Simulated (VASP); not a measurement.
The system is Te2Mo.

```
Te Mo
1.0
     6.34645    0.00000    0.00000
     0.00000    3.49422    0.00000
    -0.54903    0.00000   14.85616
Te Mo
8 4
Direct
  0.06309 0.50000 0.40139
  0.93626 0.00000 0.59892
  0.56720 0.00000 0.36206
  0.43254 0.50000 0.63827
  0.09105 0.00000 0.13792
  0.90945 0.50000 0.86175
  0.58109 0.50000 0.09855
  0.41935 0.00000 0.90115
  0.31969 0.00000 0.50683
  0.67978 0.50000 0.49352
  0.18149 0.50000 0.00653
  0.81900 0.00000 0.99309
```

Base run:

```yaml
Program: VASP 6.6.1
Functional: LDA
Potentials_or_basis: VASP PAW LDA potentials, release 64 (Te, Mo_sv)
Cutoff: 520 eV
k_mesh: 4 × 8 × 2
Occupations: fermi-dirac, width 0.05 eV
Spin: no spin polarisation
```

Its results: band gap on the k mesh zero (band 52 reaches 7.10 eV, above the bottom of band 53 at 6.95 eV); pressure -4.4 GPa; largest force 0.348 eV/Å.

Q: The run is repeated on the same cell with these changes: functional from LDA to BLYP; potentials or basis from VASP PAW LDA potentials, release 64 (Te, Mo_sv) to VASP PAW PBE potentials, release 64 (Te, Mo_sv). What comes out?

A: Band gap on the k mesh zero (band 52 reaches 7.69 eV, above the bottom of band 53 at 7.55 eV); pressure 6.3 GPa; largest force 0.728 eV/Å.

Caveats: spin-orbit coupling is left out, which moves the levels of the heavy elements; the PAW data sets were made with another functional, which shifts forces and pressure a little (some runs); this functional lacks dispersion, which binds the layers, so the pressure and a relaxed spacing across them are unreliable (some runs).
